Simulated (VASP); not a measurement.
Ti3Br, 4 atoms in the cell. The structure is tetragonal, space group I4/mmm (No. 139). Conventional cell: a = 5.438 Å, b = 5.438 Å, c = 6.347 Å, α = 90.00°, β = 90.00°, γ = 90.00°. Within 3.6 Å of Ti (site symmetry mmm) lie 4 Ti at 2.72 to 3.17 Å and 2 Br at 2.72 Å. Within 3.6 Å of Ti (site symmetry 4/mmm) lie 4 Ti at 2.72 Å and 2 Br at 3.17 Å. Within 3.6 Å of Br (site symmetry 4/mmm) lie 6 Ti at 2.72 to 3.17 Å. 

```yaml
Program: VASP 6.6.1
Task: single point
Functional: PBE
Potentials_or_basis: VASP PAW PBE potentials, release 64 (Ti_sv, Br)
Cutoff: 520 eV
k_mesh: 4 × 4 × 4
Occupations: gaussian, width 0.1 eV
Spin: collinear spin, ferromagnetic start
Starting_moments: "[1.0, 1.0, 1.0, 0.0] μB"
Dipole_correction: no
Further_INCAR_settings: ALGO = Normal; EDIFF = 1e-06; NBANDS = 34
```

Potentials or basis: VASP PAW PBE potentials, release 64 (Ti_sv, Br).

Launch:

```bash
$ cat potpaw_PBE.64/Ti_sv/POTCAR potpaw_PBE.64/Br/POTCAR > POTCAR
$ mpirun -np 1 vasp_std > vasp.out
```

Hardware: 1 thread of AMD EPYC 7R43 64-Core Processor (Zen 3) (shared host).

Task: How long does it take, and how much memory?

Result: It took 4.4 min on 1 thread of AMD EPYC 7R43 64-Core Processor (Zen 3), on a shared host, peak memory 0.26 GiB. Counts: scf iterations 25, k points 13.
